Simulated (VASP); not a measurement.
Here is a VASP 6.6.1 calculation.

File INCAR:

```
ALGO = Normal ; EDIFF = 1E-7
EDIFFG = -0.04 ; ENCUT = 500
GGA = PE ; GGA_COMPAT = False
IBRION = 2 ; ISIF = 3
ISMEAR = 0 ; LASPH = True
LCHARG = False ; LREAL = False
LWAVE = False ; NELM = 120
NELMIN = 4 ; NSW = 90
PREC = Accurate ; SIGMA = 0.1
```

File KPOINTS:

```
k-points
0
Gamma
  4 4 6
```

Contents of POSCAR:

```
WS3
1.0
    4.4580498554      0.0000000000      0.0000000000
    0.0000000000      4.4580498554      0.0000000000
    0.0000000000      0.0000000000      2.9491637976
W S
1 3
Direct
    0.0000000000      0.0000000000      0.0000000000
    0.0000000000      0.5000000000      0.5000000000
    0.5000000000      0.0000000000      0.5000000000
    0.5000000000      0.5000000000      0.0000000000
```

Potentials or basis: VASP PAW PBE potentials, release 64 (W_sv, S).

Command:

```console
$ cat potpaw_PBE.64/W_sv/POTCAR potpaw_PBE.64/S/POTCAR > POTCAR
$ mpirun -np 1 vasp_std > vasp.out
```

Q: What does it give for the relaxed volume?

A: 14.58 Å³/atom.

Q: Predict the band gap on the k mesh.

A: Zero (band 16 reaches 10.89 eV, above the bottom of band 17 at 9.34 eV).

Q: What does it give for the relaxed cell?

A: a = 4.458 Å, b = 4.458 Å, c = 2.935 Å, α = 90.00°, β = 90.00°, γ = 90.00°.

Stress tensor (GPa, compression positive):
```
0.37 0.00 0.00
0.00 0.37 0.00
0.00 0.00 0.14
```

Caveat: spin-orbit coupling is left out, which moves the levels of the heavy elements.
